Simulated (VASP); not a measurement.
A run of VASP 6.6.1 is set up as follows.

File INCAR:

```
ALGO = Normal
EDIFF = 1E-7
EDIFFG = -0.04
ENCUT = 600
GGA = PE
IBRION = 2
ISIF = 3
ISMEAR = 0
LASPH = T
LCHARG = F
LREAL = F
LWAVE = F
NELM = 80
NSW = 90
PREC = Accurate
SIGMA = 0.1
```

File KPOINTS:

```
k-points
0
Gamma
  6 4 4
```

POSCAR

```
AlGa3N2
1.0
    3.3056100968      0.0000000000      0.0000000000
   -0.0441455435      4.3168025538      0.0000000000
   -0.0029595585     -0.4635831741      5.9164485646
Al Ga N
1 3 2
Direct
    0.0919155272      0.3167660121      0.7978432532
    0.5782835803      0.8223570173      0.0312422193
    0.0808849221      0.3631901092      0.3381408469
    0.5839351751      0.9168438044      0.5793595380
    0.0813623512      0.0894352521      0.0580806927
    0.5836184841      0.6164087949      0.3203344399
```

Potentials or basis: VASP PAW PBE potentials, release 64 (Al, Ga_d, N).

Run with:

```console
$ cat potpaw_PBE.64/Al/POTCAR potpaw_PBE.64/Ga_d/POTCAR potpaw_PBE.64/N/POTCAR > POTCAR
$ mpirun -np 1 vasp_std > vasp.out
```

**Question.** What does it give for the space group after relaxing (to 0.1 Å)?

**Answer.** Pm (No. 6).

**Question.** Estimate the relaxed cell.

**Answer.** a = 3.204 Å, b = 4.463 Å, c = 6.011 Å, α = 96.19°, β = 89.99°, γ = 90.31°.

Forces in eV/Å, atoms in the order of the input:
```
Al  -0.008 -0.015  0.000
Ga   0.005  0.013 -0.006
Ga   0.002 -0.014 -0.004
Ga  -0.001 -0.003 -0.008
N    0.000 -0.002  0.011
N    0.001  0.021  0.007
```

Caveat: the k points lie up to 0.35 Å⁻¹ apart in the final cell, too coarse for converged energies and pressures of a metal.
